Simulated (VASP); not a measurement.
# BN (P1) in VASP: single point with PBE

Aim: the single point of BN with PBE.

Program: VASP 6.6.1. These are calculated values, not measurements. Logs are shortened: lines on timing, memory, paths and dates and some standing lists are left out, and cuts for length are marked.

## Step 1: The cell of the first run

The typed cell holds 8 atoms: a = 2.512 Å, b = 2.512 Å, c = 16.663 Å, α = 91.82°, β = 88.78°, γ = 120.00°.

## Step 2: Single point, PBE

INCAR

```
SYSTEM = BN
  PREC = Accurate
  ENCUT = 520
  EDIFF = 1E-7
  ISMEAR = 0
  SIGMA = 0.1
  LREAL = .FALSE.
  LASPH = .TRUE.
  NELM = 60
  ALGO = Normal
  ISIF = 2
  LWAVE = .FALSE.
  LCHARG = .FALSE.
  GGA = PE
  NBANDS = 26
```

KPOINTS

```
regular mesh
0
G
  6 6 1
  0 0 0
```

POSCAR

```
BN
1.0
    2.5118657876      0.0001871523      0.0269982462
   -1.2557933514      2.1752062868     -0.0397593733
    0.1763539211     -0.2048376420     16.6607849529
B N
4 4
Direct
   -0.0128693983     -0.0080437454      0.2497599979
    0.0028896747      0.0042206852      0.7500756596
    0.3306434426      0.6640821375     -0.0006249450
    0.3459939609      0.6730711054      0.5007893429
    0.3204696251      0.6586261335      0.2497612669
    0.3362291725      0.6708908603      0.7500758683
    0.6639804534      0.3307509333     -0.0006252376
    0.6793297358      0.3397352236      0.5007880470
```

Potentials or basis: VASP PAW PBE potentials, release 64 (B, N).

Started as:

```sh
cat potpaw_PBE.64/B/POTCAR potpaw_PBE.64/N/POTCAR > POTCAR
mpirun -np 1 vasp_std > vasp.out
```

OUTCAR:

```text
SYSTEM = BN
   PREC = Accurate
   ENCUT = 520
   EDIFF = 1E-7
   ISMEAR = 0
   LREAL = .FALSE.
   LASPH = .TRUE.
   NELM = 60
   ISIF = 2
   GGA = PE

 ion  position               nearest neighbor table
   1  0.987  0.992  0.250-   5 1.45   5 1.45   5 1.45
   2  0.003  0.004  0.750-   6 1.45   6 1.45   6 1.45
   3  0.331  0.664  0.999-   7 1.45   7 1.45   7 1.45
   4  0.346  0.673  0.501-   8 1.45   8 1.45   8 1.45
   5  0.320  0.659  0.250-   1 1.45   1 1.45   1 1.45
   6  0.336  0.671  0.750-   2 1.45   2 1.45   2 1.45
   7  0.664  0.331  0.999-   3 1.45   3 1.45   3 1.45
   8  0.679  0.340  0.501-   4 1.45   4 1.45   4 1.45

  LATTYP: Found a triclinic cell.
 ALAT       =     2.5119952507
 B/A-ratio  =     1.0000077088
 C/A-ratio  =     6.6333634003
 COS(alpha) =     0.0104329707
 COS(beta)  =     0.0317614835
 COS(gamma) =     0.4999976314

  Lattice vectors:

 A1 = (  -1.2557933514,   2.1752062868,  -0.0397593733)
 A2 = (   1.2560724362,   2.1753934391,  -0.0127611271)
 A3 = (  -0.1763539211,   0.2048376420, -16.6607849529)

Analysis of symmetry for initial positions (statically):
=====================================================================
 Subroutine PRICEL returns:
 Original cell was already a primitive cell.

 Routine SETGRP: Setting up the symmetry group for a
 triclinic supercell.

 Subroutine GETGRP returns: Found  1 space group operations
 (whereof  1 operations were pure point group operations)
 out of a pool of  2 trial point group operations.

The static configuration has the point symmetry C_1 .

Analysis of symmetry for dynamics (positions and initial velocities):
=====================================================================
 Subroutine PRICEL returns:
 Original cell was already a primitive cell.

 Routine SETGRP: Setting up the symmetry group for a
 triclinic supercell.

 Subroutine GETGRP returns: Found  1 space group operations
 (whereof  1 operations were pure point group operations)
 out of a pool of  2 trial point group operations.

The dynamic configuration has the point symmetry C_1 .

 Subroutine INISYM returns: Found  1 space group operations
 (whereof  1 operations are pure point group operations),
[... 103 lines left out ...]
   EDIFF  = 0.1E-06   stopping-criterion for ELM
   LREAL  =      F    real-space projection
   EDIFFG = 0.1E-05   stopping-criterion for IOM
   NSW    =      0    number of steps for IOM
   IBRION =     -1    ionic relax: 0-MD 1-quasi-New 2-CG
   NFREE  =      0    steps in history (QN), initial steepest desc. (CG)
   ISIF   =      2    stress and relaxation
   ISYM   =      2    0-nonsym 1-usesym 2-fastsym
   POTIM  = 0.5000    time-step for ionic-motion
   TEBEG  =    0.0;   TEEND  =   0.0 temperature during run
   PSTRESS=    0.0 pullay stress
   NELECT =      32.0000    total number of electrons
   NUPDOWN=      -1.0000    fix difference up-down
   EMIN   =  10.00;   EMAX   =-10.00  energy-range for DOS
   EFERMI =   0.00;   METHOD = LEGACY
   ISMEAR =     0;   SIGMA  =   0.10  broadening in eV -4-tet -1-fermi 0-gaus
   EFERMI_NEDOS =   21; number of points for ismear=-14 and -15
   IALGO  =     38    algorithm
   IMIX   =      4    mixing-type and parameters
     AMIX     =   0.40;   BMIX     =  1.00
     AMIX_MAG =   1.60;   BMIX_MAG =  1.00
  volume/ion in A,a.u.               =      11.38        76.77
  Fermi-wavevector in a.u.,A,eV,Ry     =   1.155471  2.183524 18.165324  1.335114
  Thomas-Fermi vector in A             =   2.292099
   LORBIT       =      0    0 simple, 1 ext, 2 COOP (PROOUT), +10 PAW based schemes
   GGA     = PE    functional components
   LHFCALC =     F    Hartree Fock is set to
   AEXX    =    0.0000 exact exchange contribution
   IVDW    =     0    specifies the selected vdW correction
   LEPSILON=     F    determine dielectric tensor
   LRPA    =     F    only Hartree local field effects (RPA)
 non-spin polarized calculation
 Gauss-broadening in eV      SIGMA  =   0.10
  energy-cutoff  :      520.00
  volume of cell :       91.01
 maximum number of plane-waves:      2475
 NGX is ok and might be reduce to    20
   NGX =  9   NGY =  9   NGZ = 61

 number of electron      31.9999996 magnetization

 Free energy of the ion-electron system (eV)
  ---------------------------------------------------
  ext. energy  EPLUGINS =         0.00000000
  ---------------------------------------------------
  free energy    TOTEN  =       -70.41240551 eV

  energy without entropy =      -70.41240551  energy(sigma->0) =      -70.41240551

 E-fermi :   1.0623     XC(G=0):  -8.5950

 val. band max:        0.6288175237   @ k =   0.3333   0.3333  -0.0000
 cond. band min:       5.0126283787   @ k =   0.0000   0.0000   0.0000
 fundamental gap:      4.3838108550
 Fermi energy:         1.0623330896

 k-point     1 :       0.0000    0.0000    0.0000
  band No.  band energies     occupation
      1     -17.0175      2.00000
      2     -17.0010      2.00000
      3     -16.9915      2.00000
      4     -16.9749      2.00000
      5      -4.8785      2.00000
      6      -4.5955      2.00000
[... 569 lines left out ...]
     25      12.8245      0.00000
     26      13.2122      0.00000

------------------------ aborting loop because EDIFF is reached ----------------------------------------

  FORCE on cell =-STRESS in cart. coord.  units (eV):
  Direction    XX          YY          ZZ          XY          YZ          ZX
  --------------------------------------------------------------------------------------
  -------------------------------------------------------------------------------------
  Total        0.0855302      0.0853041     -0.0357135     -0.0003090      0.0035128     -0.0030379
  in kB        1.5056816      1.5017014     -0.6287044     -0.0054393      0.0618398     -0.0534791
  external PRESSURE =       0.7928929 kB  Pullay stress =       0.0000000 kB

 VOLUME and BASIS-vectors are now :
 -----------------------------------------------------------------------------
  energy-cutoff  :      520.00
  volume of cell :       91.01
      direct lattice vectors                 reciprocal lattice vectors
     2.511865788  0.000187152  0.026998246     0.398108244  0.229811068 -0.001388530
    -1.255793351  2.175206287 -0.039759373    -0.000095025  0.459774994  0.005653754
     0.176353921 -0.204837642 16.660784953    -0.000645348  0.000724808  0.060036924

 POSITION                                       TOTAL-FORCE (eV/Angst)
 -----------------------------------------------------------------------------------
      1.27789      2.10673      4.14841         0.000182      0.000144      0.000412
      0.13424     -0.14446     12.49676         0.000294      0.000295      0.000057
      0.17283      1.23987     16.63290         0.000085      0.000159      0.000089
      0.11217      1.36155      8.32612         0.000128     -0.000287     -0.000454
      0.02192      1.38155      4.14368        -0.000108     -0.000008     -0.000332
      0.13434      1.30575     12.47926        -0.000368     -0.000385     -0.000038
      1.42872      0.51487     16.65514        -0.000037     -0.000096      0.000134
      1.36806      0.63654      8.34836        -0.000177      0.000177      0.000132
 -----------------------------------------------------------------------------------
    total drift:                                0.000038      0.000001     -0.000040

  FREE ENERGIE OF THE ION-ELECTRON SYSTEM (eV)
  ---------------------------------------------------
  free  energy   TOTEN  =       -70.4124055140 eV

  energy  without entropy=      -70.4124055140  energy(sigma->0) =      -70.41240551
```

Run time: 92 s. Hardware: 1 thread of Intel Xeon 8259CL, shared host; peak memory 0.22 GiB.

Results:

```
Free energy            : -70.4124 eV
Pressure               : 0.1 GPa
Band gap on the k mesh : 4.38 eV
```

Stress tensor (GPa, compression positive):
```
 0.15  0.00 -0.01
 0.00  0.15  0.01
-0.01  0.01 -0.06
```

Levels at points of the mesh, in eV from the valence-band top:
| k point | band 13 | band 14 | band 15 | band 16 | band 17 | band 18 | band 19 | band 20 |
| --- | --- | --- | --- | --- | --- | --- | --- | --- |
| (0.00, 0.00, 0.00) | -1.36 | -1.36 | -1.36 | -1.36 | 4.38 | 5.68 | 5.68 | 7.76 |
| (0.50, 0.00, 0.00) | -0.98 | -0.92 | -0.90 | -0.85 | 4.59 | 4.73 | 4.76 | 4.97 |
| (0.00, 0.50, 0.00) | -0.99 | -0.93 | -0.89 | -0.84 | 4.58 | 4.70 | 4.80 | 4.99 |
| (0.50, 0.50, 0.00) | -0.99 | -0.93 | -0.89 | -0.84 | 4.58 | 4.69 | 4.81 | 4.99 |

Caveat: the k points lie up to 0.48 Å⁻¹ apart; an odd mesh through Γ misses points on the zone boundary, where band edges can lie.
